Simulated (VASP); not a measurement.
A run of VASP 6.6.1 is set up as follows.

The input INCAR:

```
SYSTEM = TiTe2
ALGO     = Normal         ! electronic algorithm
EDIFF    = 1E-6           ! SCF threshold, eV
ENCUT    = 520            ! plane-wave cutoff, eV
GGA      = PE             ! functional
ISIF     = 2              ! what is computed and relaxed
ISMEAR   = 0              ! smearing method
LASPH    = .TRUE.         ! aspherical terms in the spheres
LCHARG   = .FALSE.        ! write CHGCAR
LREAL    = .FALSE.        ! projectors in reciprocal space
LWAVE    = .FALSE.        ! write WAVECAR
NBANDS   = 19             ! bands
NELM     = 60             ! most SCF steps
PREC     = Accurate       ! precision mode
SIGMA    = 0.05           ! smearing width, eV
```

File KPOINTS:

```
k-points
0
G
  10 10 6
  0 0 0
```

Contents of POSCAR:

```
TiTe2
1.0
    3.7486887273      0.0000000000      0.0000000000
   -1.8743443636      3.2464596687      0.0000000000
    0.0000000000      0.0000000000      6.7005784780
Ti Te
1 2
Direct
    0.0000000000      0.0000000000      0.0000000000
    0.3333333333      0.6666666667      0.2587650285
    0.6666666667      0.3333333333      0.7412349715
```

Potentials or basis: VASP PAW PBE potentials, release 64 (Ti_sv, Te).

Run with:

```sh
$ cat potpaw_PBE.64/Ti_sv/POTCAR potpaw_PBE.64/Te/POTCAR > POTCAR
$ mpirun -np 1 vasp_std > vasp.out
```

Predict the pressure.

0.6 GPa.

What does it give for the band gap on the k mesh?

Zero (bands 12 and 13 overlap by 0.72 eV).

Estimate the largest force.

0.005 eV/Å.

Stress tensor (GPa, compression positive):
```
0.65 0.00 0.00
0.00 0.65 0.00
0.00 0.00 0.54
```

Caveat: spin-orbit coupling is left out, which moves the levels of the heavy elements; this functional lacks dispersion, which binds the layers, so the pressure and a relaxed spacing across them are unreliable.
